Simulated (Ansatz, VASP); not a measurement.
Ag: VASP beside Ansatz

Contents of INCAR:

```
PREC     = Accurate       # precision mode
ENCUT    = 520            # plane-wave cutoff, eV
EDIFF    = 1E-6           # SCF threshold, eV
ISMEAR   = 0              # smearing method
SIGMA    = 0.15           # smearing width, eV
LREAL    = False          # projectors in reciprocal space
LASPH    = True           # aspherical terms in the spheres
NELM     = 60             # most SCF steps
ALGO     = Normal         # electronic algorithm
ISIF     = 2              # what is computed and relaxed
LWAVE    = False          # write WAVECAR
LCHARG   = False          # write CHGCAR
GGA      = PS             # functional
NBANDS   = 12             # bands
```

The input KPOINTS:

```
Automatic mesh
0
Gamma
  20 20 20
```

POSCAR

```
Ag
1.0
    0.0000000000      1.9613760000      2.1248240000
    1.9613760000      0.0000000000      2.1248240000
    1.9613760000      1.9613760000      0.0000000000
Ag
1
Direct
    0.0000000000      0.0000000000      0.0000000000
```

Input for Ansatz:

```yaml
crystal:
  lattice:
    - [0.0, 1.961376, 2.124824]
    - [1.961376, 0.0, 2.124824]
    - [1.961376, 1.961376, 0.0]
  atoms:
    - { symbol: Ag, position: [0.0, 0.0, 0.0] }
basis:
  ecutwfc: 420
kpoints:
  mp_grid: { grid: [20, 20, 20] }
hamiltonian:
  xc: pbesol
scf:
  occupations: { method: gaussian, width: 0.15 }
output:
  forces: true
  stress: true
  eigenvalues: true
```

Change from the starting cell: strain -0.040 along x and y, +0.040 along z, atoms carried along.

Alike in both runs: task single point; functional PBEsol; k mesh 20 × 20 × 20; occupations gaussian, width 0.15 eV; no spin polarisation.

|  | VASP | Ansatz |
| --- | --- | --- |
| version | VASP 6.6.1 | Ansatz 0.2.0 |
| potentials or method | VASP PAW PBE potentials, release 64 (Ag), cutoff 520 eV | scalar-relativistic, plane waves, PAW |
| valence electrons in the cell | 11 | 19 |

Ansatz gave:

| Property | Result |
| --- | --- |
| gap on the k mesh at the Fermi level (eV) | none |
| pressure (GPa) | 2.7 |
| traceless stress, the component that is largest in VASP (GPa) | -3.15 |

Problem. Estimate VASP's values.

Solution. gap on the k mesh at the Fermi level (eV): none; pressure (GPa): 2.4; traceless stress, the component that is largest in VASP (GPa): -3.13.

VASP's potentials were made for PBE, not for PBEsol. A gap of «none» marks a metal or a gap that the smearing closes. VASP's potentials hold 11 valence electrons a cell and Ansatz's 19, so a difference there can come from the potentials and not from the codes.
